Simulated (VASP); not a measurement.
A run of VASP 6.6.1 is set up as follows.

The input INCAR:

```
SYSTEM = Pb
ALGO = Normal
EDIFF = 1E-6
ENCUT = 520
GGA = RP
GGA_COMPAT = .FALSE.
ISIF = 2
ISMEAR = 1
IVDW = 12
LASPH = .TRUE.
LCHARG = .TRUE.
LORBIT = 11
LORBMOM = .TRUE.
LREAL = .FALSE.
LSORBIT = .TRUE.
LVHAR = .TRUE.
LWAVE = .FALSE.
MAGMOM = 0 0 0
NBANDS = 25
NELM = 150
PREC = Accurate
SIGMA = 0.01
```

The input KPOINTS:

```
k-points
0
G
  7 7 7
  0 0 0
```

File POSCAR:

```
Pb
1.0
    0.0000000000      2.5235621278      2.5235621278
    2.5235621278      0.0000000000      2.5235621278
    2.5235621278      2.5235621278      0.0000000000
Pb
1
Direct
    0.0000000000      0.0000000000      0.0000000000
```

Potentials or basis: VASP PAW PBE potentials, release 64 (Pb_d).

Launch:

```bash
$ cat potpaw_PBE.64/Pb_d/POTCAR > POTCAR
$ mpirun -np 1 vasp_ncl > vasp.out
```

(1) Estimate the net moment.

(2) What does it give for the dispersion energy per atom?

(3) What does it give for the pressure?

## Answers

(1) 0.00 μB per cell.

(2) -2.229 eV.

(3) -16.9 GPa.

Caveat: the cell stands under tension; the PAW data sets were made with another functional, which shifts forces and pressure a little.
